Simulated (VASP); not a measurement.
A run of VASP 6.6.1 is set up as follows.

File INCAR:

```
PREC = Accurate
ENCUT = 520
EDIFF = 1E-6
ISMEAR = 0
SIGMA = 0.1
LREAL = False
LASPH = True
NELM = 60
ALGO = Normal
ISIF = 2
LWAVE = False
LCHARG = False
GGA = CA
NBANDS = 16
```

Contents of KPOINTS:

```
Automatic mesh
0
Gamma
  6 6 6
```

File POSCAR:

```
GaSb
1.0
    0.0000000000      3.0686043200      3.0686043200
    3.0686043200      0.0000000000      3.0686043200
    3.0686043200      3.0686043200      0.0000000000
Ga Sb
1 1
Direct
    0.0000000000      0.0000000000      0.0000000000
    0.2500000000      0.2500000000      0.2500000000
```

Potentials or basis: VASP PAW LDA potentials, release 64 (Ga_d, Sb).

The run is started by

```console
$ cat potpaw_LDA.64/Ga_d/POTCAR potpaw_LDA.64/Sb/POTCAR > POTCAR
$ mpirun -np 1 vasp_std > vasp.out
```

Question: What does it give for the pressure?

Answer: -1.9 GPa.

Question: What does it give for the band gap on the k mesh?

Answer: Zero (filled and empty bands touch).

Caveat: semilocal functionals underestimate gaps, and a narrow one can read as zero; spin-orbit coupling is left out, which moves the levels of the heavy elements.
